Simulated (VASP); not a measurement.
Here is a VASP 6.6.1 calculation.

Contents of INCAR:

```
ALGO = Normal ; EDIFF = 1E-6
ENCUT = 520 ; GGA = CA
ISIF = 2 ; ISMEAR = -1
LASPH = True ; LCHARG = True
LELF = True ; LREAL = False
LVHAR = True ; LWAVE = False
NBANDS = 26 ; NELM = 80
PREC = Accurate ; SIGMA = 0.1
```

File KPOINTS:

```
k-points
0
Gamma
  9 9 12
```

POSCAR

```
Ga
1.0
    4.6699550825      0.0000000000      0.0000000000
   -2.3349775413      4.0442997359      0.0000000000
    0.0000000000      0.0000000000      2.9942503225
Ga
3
Direct
    0.0000000000      0.0000000000      0.0000000000
    0.3333333333      0.6666666667      0.5000000000
    0.6666666667      0.3333333333      0.5000000000
```

Potentials or basis: VASP PAW LDA potentials, release 64 (Ga_d).

Launch:

```sh
$ cat potpaw_LDA.64/Ga_d/POTCAR > POTCAR
$ mpirun -np 1 vasp_std > vasp.out
```

Question: Predict the band gap on the k mesh.

Answer: Zero (an odd number of electrons rules out a gap without spin polarisation).

Question: What does it give for the pressure?

Answer: -3.9 GPa.

Caveat: the cell stands under tension.
